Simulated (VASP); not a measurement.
Wanted: the native input for a VASP 6.6.1 run.

```yaml
Task: relaxation of cell and atoms
Functional: PBEsol
Potentials_or_basis: VASP PAW PBE potentials, release 64 (Si, C)
Cutoff: 600 eV
k_mesh: 9 × 9 × 2
Occupations: fermi-dirac, width 0.03 eV
Spin: no spin polarisation
Dipole_correction: no
Further_INCAR_settings: ALGO = Normal; EDIFF = 1e-06; IBRION = 2; EDIFFG = -0.01; NSW = 100; ISIF = 3
```

The structure of SiC lies in POSCAR:

```
SiC
1.0
    3.0766210102      0.0000000000      0.0000000000
   -1.5383105051      2.6644319527      0.0000000000
    0.0000000000      0.0000000000     15.0980843200
Si C
6 6
Direct
    0.3333333300      0.6666666700      0.8329861500
    0.6666666700      0.3333333300      0.3329861500
    0.6666666700      0.3333333300      0.6665006000
    0.3333333300      0.6666666700      0.1665006000
    0.0000000000      0.0000000000      0.4997294200
    0.0000000000      0.0000000000      0.9997294200
    0.0000000000      0.0000000000      0.8743664100
    0.0000000000      0.0000000000      0.3743664100
    0.3333333300      0.6666666700      0.7079967800
    0.6666666700      0.3333333300      0.2079967800
    0.6666666700      0.3333333300      0.5415216400
    0.3333333300      0.6666666700      0.0415216400
```

One way to write it, as run:

INCAR

```
PREC     = Accurate       # precision mode
ENCUT    = 600            # plane-wave cutoff, eV
EDIFF    = 1E-6           # SCF threshold, eV
ISMEAR   = -1             # smearing method
SIGMA    = 0.03           # smearing width, eV
LREAL    = False          # projectors in reciprocal space
LASPH    = True           # aspherical terms in the spheres
NELM     = 80             # most SCF steps
ALGO     = Normal         # electronic algorithm
ISIF     = 3              # what is computed and relaxed
LWAVE    = False          # write WAVECAR
LCHARG   = False          # write CHGCAR
GGA      = PS             # functional
IBRION   = 2              # ionic algorithm
NSW      = 100            # ionic steps
EDIFFG   = -0.01          # ionic threshold
```

KPOINTS

```
regular mesh
0
Gamma
  9 9 2
```

Potentials or basis: VASP PAW PBE potentials, release 64 (Si, C).

Command:

```sh
$ cat potpaw_PBE.64/Si/POTCAR potpaw_PBE.64/C/POTCAR > POTCAR
$ mpirun -np 1 vasp_std > vasp.out
```

Results of the run:

- Relaxed volume: 10.34 Å³/atom
- Relaxed cell: a = 3.080 Å, b = 3.080 Å, c = 15.112 Å, α = 90.00°, β = 90.00°, γ = 120.00°
- Space group after relaxing (to 0.1 Å): P6_3mc (No. 186)
- Energy gained by relaxing: 0.1 meV/atom
- Ionic steps: 3
- Pressure after relaxing: 0.0 GPa
- Largest force after relaxing: 0.003 eV/Å
- Band gap on the k mesh: 2.00 eV (least direct gap 3.07 eV)

Caveat: the PAW data sets were made with another functional, which shifts forces and pressure a little; an odd mesh through Γ misses points on the zone boundary, where band edges can lie.

Wall time 5.9 min on 1 thread of AMD EPYC 7R13, on a shared host, peak memory 0.31 GiB.
